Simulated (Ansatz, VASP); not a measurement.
# Bi: VASP beside Ansatz

```
CELL_PARAMETERS angstrom
4.47370 0.57564 0.07562
1.73787 4.16168 0.09579
1.87930 1.37683 10.12124
ATOMIC_POSITIONS crystal
Bi 0.42540 0.83253 0.06622
Bi 0.82613 0.23323 0.86483
Bi 0.02466 0.43183 0.26761
Bi 0.29179 0.69897 0.46777
Bi 0.55900 0.96609 0.66467
```

Alike in both runs: functional PBE; k mesh 10 × 10 × 4; occupations gaussian, width 0.1 eV; no spin polarisation.

Ansatz relaxed the structure, and its values are those at the end. VASP's run is a single point on that final structure, the one shown.

|  | VASP | Ansatz |
| --- | --- | --- |
| version | VASP 6.6.1 | Ansatz 0.2.0 |
| potentials or method | VASP PAW PBE potentials, release 64 (Bi_d), cutoff 520 eV | scalar-relativistic, plane waves, PAW |
| valence electrons in the cell | 75 | 75 |

Ansatz gave:

* gap on the k mesh at the Fermi level (eV): none
* pressure (GPa): 0.0

Problem. Which values does VASP return?

Solution. gap on the k mesh at the Fermi level (eV): none; pressure (GPa): -0.1.

A gap of «none» marks a metal or a gap that the smearing closes. With one functional, cell and mesh, what is left measures potentials, basis and numerics. Ansatz's warnings: structure snapped to symmetry.

Neither program's run includes spin-orbit coupling.
